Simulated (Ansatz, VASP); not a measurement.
C5N in VASP and in Ansatz

Contents of INCAR:

```
SYSTEM = C5N
PREC     = Accurate       ! precision mode
ENCUT    = 520            ! plane-wave cutoff, eV
EDIFF    = 1E-7           ! SCF threshold, eV
ISMEAR   = 0              ! smearing method
SIGMA    = 0.05           ! smearing width, eV
LREAL    = .False.        ! projectors in reciprocal space
LASPH    = .True.         ! aspherical terms in the spheres
NELM     = 80             ! most SCF steps
ALGO     = Normal         ! electronic algorithm
ISIF     = 2              ! what is computed and relaxed
LWAVE    = .False.        ! write WAVECAR
LCHARG   = .False.        ! write CHGCAR
LDIPOL   = .True.       
IDIPOL   = 3            
DIPOL    = 0.5 0.5 0.323
GGA      = PE             ! functional
IVDW     = 12             ! dispersion correction
NBANDS   = 37             ! bands
```

File KPOINTS:

```
regular mesh
0
Gamma
  8 7 1
  0 0 0
```

File POSCAR:

```
C5N
1.0
    3.6473242087      0.0000000000      0.0000000000
   -1.6658829526      3.9310150920      0.0000000000
    0.0000000000      0.0000000000     23.1309581756
C N
10 2
Direct
    0.5001799340      0.3333933113      0.1729284178
    0.4998200660      0.6666066887      0.1729284178
    0.5001799340      0.8333933113      0.2262110668
    0.4998200660      0.1666066887      0.2262110668
    0.5000212336      0.3353169660      0.2794744906
    0.4999787664      0.6646830340      0.2794744906
    0.5001286265      0.8366480411      0.3329734377
    0.4998713735      0.1633519589      0.3329734377
    0.4997623706      0.3544335280      0.3817809063
    0.5002376294      0.6455664720      0.3817809063
    0.9997623706      0.6044335280      0.5201236405
    0.9997623706      0.6044335280      0.5676789554
```

Input for Ansatz:

```yaml
crystal:
  lattice:
    - [3.6473242087, 0.0, 0.0]
    - [-1.6658829526, 3.931015092, 0.0]
    - [0.0, 0.0, 23.1309581756]
  atoms:
    - { symbol: C, position: [0.500179934, 0.3333933113, 0.1729284178] }
    - { symbol: C, position: [0.499820066, 0.6666066887, 0.1729284178] }
    - { symbol: C, position: [0.500179934, 0.8333933113, 0.2262110668] }
    - { symbol: C, position: [0.499820066, 0.1666066887, 0.2262110668] }
    - { symbol: C, position: [0.5000212336, 0.335316966, 0.2794744906] }
    - { symbol: C, position: [0.4999787664, 0.664683034, 0.2794744906] }
    - { symbol: C, position: [0.5001286265, 0.8366480411, 0.3329734377] }
    - { symbol: C, position: [0.4998713735, 0.1633519589, 0.3329734377] }
    - { symbol: C, position: [0.4997623706, 0.354433528, 0.3817809063] }
    - { symbol: C, position: [0.5002376294, 0.645566472, 0.3817809063] }
    - { symbol: "N", position: [0.9997623706, 0.604433528, 0.5201236405] }
    - { symbol: "N", position: [0.9997623706, 0.604433528, 0.5676789554] }
basis:
  ecutwfc: 420
kpoints:
  mp_grid: { grid: [8, 7, 1] }
hamiltonian:
  xc: pbe
  pseudopotentials: { kind: paw, azcp: { folder: soft_1 } }
  dispersion: d3bj
scf:
  occupations: { method: gaussian, width: 0.05 }
output:
  forces: true
  eigenvalues: true
efield:
  axis: 3
  dipole_correction: true
  ramp_width: 0.04
```

Alike in both runs: task single point; functional PBE; dispersion D3(BJ); k mesh 8 × 7 × 1; occupations gaussian, width 0.05 eV; no spin polarisation.

```csv
,VASP,Ansatz
version,VASP 6.6.1,Ansatz 0.2.0
potentials or method,"VASP PAW PBE potentials, release 64 (C, N), cutoff 520 eV","scalar-relativistic, plane waves, PAW"
valence electrons in the cell,50,50
```

VASP gave:

| Property | Result |
| --- | --- |
| gap on the k mesh at the Fermi level (eV) | none |
| rms of the force components (eV/Å) | 1.700 |

**Question.** What did Ansatz give for the same quantities?

**Answer.** gap on the k mesh at the Fermi level (eV): none; rms of the force components (eV/Å): 1.632.

Atom by atom the forces differ by 0.425 eV/Å (rms over components). A gap of «none» marks a metal or a gap that the smearing closes.

Noted on VASP's run: the standard files for N, O and F lose accuracy on very short bonds.
